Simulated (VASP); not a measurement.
# Al3GaAs4 in VASP: a series of runs, part 2 of 2

VASP 6.6.1. Earlier steps stand in the parts before.

### Step 4. Single point, PBE

Input file INCAR:

```
PREC     = Accurate       # precision mode
ENCUT    = 520            # plane-wave cutoff, eV
EDIFF    = 1E-6           # SCF threshold, eV
ISMEAR   = 0              # smearing method
SIGMA    = 0.1            # smearing width, eV
LREAL    = False          # projectors in reciprocal space
LASPH    = True           # aspherical terms in the spheres
NELM     = 100            # most SCF steps
ALGO     = Normal         # electronic algorithm
ISIF     = 2              # what is computed and relaxed
LWAVE    = False          # write WAVECAR
LCHARG   = True           # write CHGCAR
GGA      = PE             # functional
LELF     = True           # ELF
LVHAR    = True         
NBANDS   = 31             # bands
```

Input file KPOINTS:

```
Automatic mesh
0
Gamma
  4 2 4
```

Input file POSCAR:

```
Al3GaAs4
1.0
    4.0552462000      0.0000000000      0.0000000000
    0.0000000000      8.1095034000      0.0000000000
    0.0000000000      0.0000000000      5.7294873000
Al Ga As
3 1 4
Direct
    0.0000000000      0.0000000000      0.0003480000
    0.5000000000      0.2497310000      0.5000120000
    0.5000000000      0.7502690000      0.5000120000
    0.0000000000      0.5000000000      0.9998420000
    0.0000000000      0.7507960000      0.7491330000
    0.5000000000      0.0000000000      0.2498820000
    0.0000000000      0.2492040000      0.7491330000
    0.5000000000      0.5000000000      0.2516390000
```

Potentials or basis: VASP PAW PBE potentials, release 64 (Al, Ga_d, As).

Launch:

```bash
$ cat potpaw_PBE.64/Al/POTCAR potpaw_PBE.64/Ga_d/POTCAR potpaw_PBE.64/As/POTCAR > POTCAR
$ mpirun -np 1 vasp_std > vasp.out
```

OUTCAR:

```text
PREC = Accurate
   ENCUT = 520
   EDIFF = 1E-6
   ISMEAR = 0
   LREAL = False
   LASPH = True
   NELM = 100
   ISIF = 2
   GGA = PE

 ion  position               nearest neighbor table
   1  0.000  0.000  0.000-   6 2.48   6 2.48   7 2.48   5 2.48
   2  0.500  0.250  0.500-   8 2.48   7 2.48   7 2.48   6 2.48
   3  0.500  0.750  0.500-   8 2.48   5 2.48   5 2.48   6 2.48
   4  0.000  0.500  1.000-   8 2.49   8 2.49   5 2.49   7 2.49
   5  0.000  0.751  0.749-   3 2.48   3 2.48   1 2.48   4 2.49
   6  0.500  0.000  0.250-   2 2.48   3 2.48   1 2.48   1 2.48
   7  0.000  0.249  0.749-   2 2.48   2 2.48   1 2.48   4 2.49
   8  0.500  0.500  0.252-   2 2.48   3 2.48   4 2.49   4 2.49

  LATTYP: Found a simple orthorhombic cell.
 ALAT       =     4.0552462000
 B/A-ratio  =     1.4128580652
 C/A-ratio  =     1.9997561184

  Lattice vectors:

 A1 = (  -4.0552462000,   0.0000000000,   0.0000000000)
 A2 = (   0.0000000000,   0.0000000000,   5.7294873000)
 A3 = (   0.0000000000,   8.1095034000,   0.0000000000)

Analysis of symmetry for initial positions (statically):
=====================================================================
 Subroutine PRICEL returns:
 Original cell was already a primitive cell.

 Routine SETGRP: Setting up the symmetry group for a
 simple orthorhombic supercell.

 Subroutine GETGRP returns: Found  4 space group operations
 (whereof  4 operations were pure point group operations)
 out of a pool of  8 trial point group operations.

The static configuration has the point symmetry C_2v.

Analysis of symmetry for dynamics (positions and initial velocities):
=====================================================================
 Subroutine PRICEL returns:
 Original cell was already a primitive cell.

 Routine SETGRP: Setting up the symmetry group for a
 simple orthorhombic supercell.

 Subroutine GETGRP returns: Found  4 space group operations
 (whereof  4 operations were pure point group operations)
 out of a pool of  8 trial point group operations.

The dynamic configuration has the point symmetry C_2v.

 Subroutine INISYM returns: Found  4 space group operations
 (whereof  4 operations are pure point group operations),
 and found     1 'primitive' translations

----------------------------------------------------------------------------------------

                                     Primitive cell

  volume of cell :     188.4201

  direct lattice vectors                    reciprocal lattice vectors
     4.055246200  0.000000000  0.000000000     0.246594153  0.000000000  0.000000000
     0.000000000  8.109503400  0.000000000     0.000000000  0.123312113  0.000000000
     0.000000000  0.000000000  5.729487300     0.000000000  0.000000000  0.174535687

  length of vectors
     4.055246200  8.109503400  5.729487300     0.246594153  0.123312113  0.174535687

  position of ions in fractional coordinates (direct lattice)
     0.000000000  0.000000000  0.000348000
     0.500000000  0.249731000  0.500012000
     0.500000000  0.750269000  0.500012000
     0.000000000  0.500000000  0.999842000
[... 42 lines left out ...]
 Following reciprocal coordinates:
            Coordinates               Weight
  0.000000  0.000000  0.000000      1.000000
  0.250000  0.000000  0.000000      2.000000
  0.500000  0.000000  0.000000      1.000000
  0.000000  0.500000  0.000000      1.000000
  0.250000  0.500000  0.000000      2.000000
  0.500000  0.500000  0.000000      1.000000
[... 10 lines left out ...]
  0.250000  0.500000  0.500000      2.000000
  0.500000  0.500000  0.500000      1.000000
   k-points           NKPTS =     18   k-points in BZ     NKDIM =     18   number of bands    NBANDS=     31
   number of dos      NEDOS =    301   number of ions     NIONS =      8
   total plane-waves  NPLWV =  86400
   dimension x,y,z NGX =    30 NGY =   60 NGZ =   48
   dimension x,y,z NGXF=    60 NGYF=  120 NGZF=   96
   ions per type =               3   1   4
   NGX,Y,Z   is equivalent  to a cutoff of  12.30, 12.30, 13.93 a.u.
   NGXF,Y,Z  is equivalent  to a cutoff of  24.60, 24.60, 27.86 a.u.
 SYSTEM =  unknown system
   PREC   = accura    normal or accurate (medium, high low for compatibility)
   ISTART =      0    job   : 0-new  1-cont  2-samecut
   ICHARG =      2    charge: 1-file 2-atom 10-const
   ISPIN  =      1    spin polarized calculation?
   LNONCOLLINEAR =      F non collinear calculations
   LSORBIT =      F    spin-orbit coupling
   LASPH  =      T    aspherical Exc in radial PAW
   ENCUT  =  520.0 eV  38.22 Ry    6.18 a.u.   7.54 15.08 10.65*2*pi/ulx,y,z
   NELM   =    100;   NELMIN=  2; NELMDL= -5     # of ELM steps
   EDIFF  = 0.1E-05   stopping-criterion for ELM
   LREAL  =      F    real-space projection
   EDIFFG = 0.1E-04   stopping-criterion for IOM
   NSW    =      0    number of steps for IOM
   IBRION =     -1    ionic relax: 0-MD 1-quasi-New 2-CG
   NFREE  =      0    steps in history (QN), initial steepest desc. (CG)
   ISIF   =      2    stress and relaxation
   ISYM   =      2    0-nonsym 1-usesym 2-fastsym
   POTIM  = 0.5000    time-step for ionic-motion
   TEBEG  =    0.0;   TEEND  =   0.0 temperature during run
   PSTRESS=    0.0 pullay stress
   NELECT =      42.0000    total number of electrons
   NUPDOWN=      -1.0000    fix difference up-down
   EMIN   =  10.00;   EMAX   =-10.00  energy-range for DOS
   EFERMI =   0.00;   METHOD = LEGACY
   ISMEAR =     0;   SIGMA  =   0.10  broadening in eV -4-tet -1-fermi 0-gaus
   EFERMI_NEDOS =   21; number of points for ismear=-14 and -15
   IALGO  =     38    algorithm
   IMIX   =      4    mixing-type and parameters
     AMIX     =   0.40;   BMIX     =  1.00
     AMIX_MAG =   1.60;   BMIX_MAG =  1.00
  volume/ion in A,a.u.               =      23.55       158.94
  Fermi-wavevector in a.u.,A,eV,Ry     =   0.992618  1.875776 13.405693  0.985291
  Thomas-Fermi vector in A             =   2.124443
   LORBIT       =      0    0 simple, 1 ext, 2 COOP (PROOUT), +10 PAW based schemes
   GGA     = PE    functional components
   LHFCALC =     F    Hartree Fock is set to
   AEXX    =    0.0000 exact exchange contribution
   IVDW    =     0    specifies the selected vdW correction
   LEPSILON=     F    determine dielectric tensor
   LRPA    =     F    only Hartree local field effects (RPA)
 non-spin polarized calculation
 Gauss-broadening in eV      SIGMA  =   0.10
  energy-cutoff  :      520.00
  volume of cell :      188.42
 maximum number of plane-waves:      5120
   NGX = 15   NGY = 31   NGZ = 21

 number of electron      42.0000026 magnetization

 Free energy of the ion-electron system (eV)
  ---------------------------------------------------
  ext. energy  EPLUGINS =         0.00000000
  ---------------------------------------------------
  free energy    TOTEN  =       -36.24963460 eV

  energy without entropy =      -36.24963460  energy(sigma->0) =      -36.24963460

 E-fermi :   4.0712     XC(G=0):  -9.0141

 val. band max:        3.5811910947   @ k =   0.0000   0.0000   0.0000
 cond. band min:       4.8792671266   @ k =   0.0000   0.0000   0.0000
 fundamental gap:      1.2980760319
 Fermi energy:         4.0712407856

 k-point     1 :       0.0000    0.0000    0.0000
  band No.  band energies     occupation
      1     -10.9125      2.00000
      2     -10.8960      2.00000
      3     -10.8694      2.00000
      4     -10.8317      2.00000
      5     -10.8170      2.00000
      6      -8.2771      2.00000
[... 601 lines left out ...]
     30       9.9478      0.00000
     31      10.0067      0.00000

------------------------ aborting loop because EDIFF is reached ----------------------------------------

  FORCE on cell =-STRESS in cart. coord.  units (eV):
  Direction    XX          YY          ZZ          XY          YZ          ZX
  --------------------------------------------------------------------------------------
  -------------------------------------------------------------------------------------
  Total        0.5825402      0.5873389     -0.3699811      0.0000000      0.0000000      0.0000000
  in kB        4.9534666      4.9942709     -3.1460301      0.0000000      0.0000000      0.0000000
  external PRESSURE =       2.2672358 kB  Pullay stress =       0.0000000 kB

 VOLUME and BASIS-vectors are now :
 -----------------------------------------------------------------------------
  energy-cutoff  :      520.00
  volume of cell :      188.42
      direct lattice vectors                 reciprocal lattice vectors
     4.055246200  0.000000000  0.000000000     0.246594153  0.000000000  0.000000000
     0.000000000  8.109503400  0.000000000     0.000000000  0.123312113  0.000000000
     0.000000000  0.000000000  5.729487300     0.000000000  0.000000000  0.174535687

 POSITION                                       TOTAL-FORCE (eV/Angst)
 -----------------------------------------------------------------------------------
      0.00000      0.00000      0.00199        -0.000000      0.000000     -0.002522
      2.02762      2.02519      2.86481         0.000000      0.005978     -0.000013
      2.02762      6.08431      2.86481         0.000000     -0.005978     -0.000013
      0.00000      4.05475      5.72858        -0.000000      0.000000      0.001773
      0.00000      6.08858      4.29215        -0.000000     -0.003634     -0.009335
      2.02762      0.00000      1.43170        -0.000000      0.000000      0.003255
      0.00000      2.02092      4.29215        -0.000000      0.003634     -0.009335
      2.02762      4.05475      1.44176        -0.000000      0.000000      0.016190
 -----------------------------------------------------------------------------------
    total drift:                               -0.000000      0.000000      0.000073

  FREE ENERGIE OF THE ION-ELECTRON SYSTEM (eV)
  ---------------------------------------------------
  free  energy   TOTEN  =       -36.2496346049 eV

  energy  without entropy=      -36.2496346049  energy(sigma->0) =      -36.24963460
```

Wall time 55 s (1 thread of AMD EPYC 9R45 (Zen 5), shared host); peak memory 0.3 GiB.

Results:

```yaml
Free_energy: -36.2496 eV
Pressure: 0.2 GPa
Largest_force: 0.016 eV/Å
Band_gap_on_the_k_mesh: 1.30 eV, direct
```

Forces in eV/Å, atoms in the order of the input:
```
Al   0.000  0.000 -0.003
Al   0.000  0.006  0.000
Al   0.000 -0.006  0.000
Ga   0.000  0.000  0.002
As   0.000 -0.004 -0.009
As   0.000  0.000  0.003
As   0.000  0.004 -0.009
As   0.000  0.000  0.016
```

Stress tensor (GPa, compression positive):
```
 0.50  0.00  0.00
 0.00  0.50  0.00
 0.00  0.00 -0.31
```

A k mesh can miss the band edges. A hybrid or GW would open this gap; PBE tends to underestimate it.

### Step 5. Single point, PBE

Input file INCAR:

```
SYSTEM = Al3GaAs4
PREC     = Accurate       ! precision mode
ENCUT    = 520            ! plane-wave cutoff, eV
EDIFF    = 1E-6           ! SCF threshold, eV
ISMEAR   = 0              ! smearing method
SIGMA    = 0.02           ! smearing width, eV
LREAL    = .FALSE.        ! projectors in reciprocal space
LASPH    = .TRUE.         ! aspherical terms in the spheres
NELM     = 100            ! most SCF steps
ALGO     = Normal         ! electronic algorithm
ISIF     = 2              ! what is computed and relaxed
LWAVE    = .FALSE.        ! write WAVECAR
LCHARG   = .FALSE.        ! write CHGCAR
GGA      = PE             ! functional
NBANDS   = 31             ! bands
```

Input file KPOINTS:

```
Automatic mesh
0
G
  8 4 6
  0 0 0
```

POSCAR is that of step 4.

Launch:

```bash
$ cat potpaw_PBE.64/Al/POTCAR potpaw_PBE.64/Ga_d/POTCAR potpaw_PBE.64/As/POTCAR > POTCAR
$ mpirun -np 1 vasp_std > vasp.out
```

It took 2.9 min on 1 thread of AMD EPYC 9R45 (Zen 5), shared host; peak memory 0.45 GiB.

It converged, with:

```
Free energy            : -36.4229 eV
Pressure               : 0.2 GPa
Largest force          : 0.005 eV/Å
Band gap on the k mesh : 1.30 eV, direct
```

Forces in eV/Å, atoms in the order of the input:
```
Al   0.000  0.000  0.000
Al   0.000  0.001  0.000
Al   0.000 -0.001  0.000
Ga   0.000  0.000  0.000
As   0.000  0.001 -0.002
As   0.000  0.000  0.000
As   0.000 -0.001 -0.002
As   0.000  0.000  0.005
```

Levels at points of the mesh, in eV from the valence-band top:
```csv
k point,band 17,band 18,band 19,band 20,band 21,band 22,band 23,band 24,band 25,band 26
"(0.00, 0.00, 0.00)",-0.97,-0.93,-0.01,0.00,0.00,1.30,1.51,2.16,3.15,3.22
"(0.50, 0.00, 0.00)",-2.20,-2.20,-2.20,-0.97,-0.92,1.51,1.51,1.79,2.37,3.20
"(0.00, 0.50, 0.00)",-1.83,-1.12,-1.04,-0.27,-0.11,2.14,2.18,2.79,3.12,4.20
"(0.50, 0.50, 0.00)",-2.55,-2.06,-2.05,-2.04,-2.04,2.62,2.71,2.87,2.88,3.09
"(0.00, 0.00, 0.50)",-1.32,-0.90,-0.88,-0.84,-0.83,1.37,1.96,2.40,2.53,3.56
"(0.50, 0.00, 0.50)",-2.81,-0.90,-0.89,-0.84,-0.84,1.46,1.96,4.35,4.39,4.58
"(0.00, 0.50, 0.50)",-1.29,-1.19,-1.19,-1.17,-1.01,2.30,2.83,2.89,2.92,4.29
"(0.50, 0.50, 0.50)",-2.66,-1.60,-1.58,-1.55,-1.53,3.00,3.48,3.52,3.71,4.10
```

### Step 6. The runs side by side

```csv
cell,k mesh,smearing,gap on the mesh (eV),pressure (GPa),largest force (eV/Å)
"a = 4.055, b = 5.729, c = 8.110 Å, 8 atoms",4 × 2 × 2,gaussian 0.1 eV,1.30,0.2,0.02
"a = 4.081, b = 5.662, c = 8.155 Å, 8 atoms",4 × 2 × 2,gaussian 0.1 eV,1.25,0.2,0.01
"a = 4.055, b = 8.110, c = 5.729 Å, 8 atoms",4 × 2 × 4,gaussian 0.1 eV,1.30,0.2,0.02
"a = 4.055, b = 8.110, c = 5.729 Å, 8 atoms",8 × 4 × 6,gaussian 0.02 eV,1.30,0.2,-
```

Alike in all rows: task single point; level PBE; potentials or basis VASP PAW PBE potentials, release 64 (Al, Ga_d, As); no spin polarisation; cutoff (eV) 520.

Caveats: some runs use coarse meshes.

Total energies depend on the potentials used, so only differences within one code and one set of settings carry meaning.
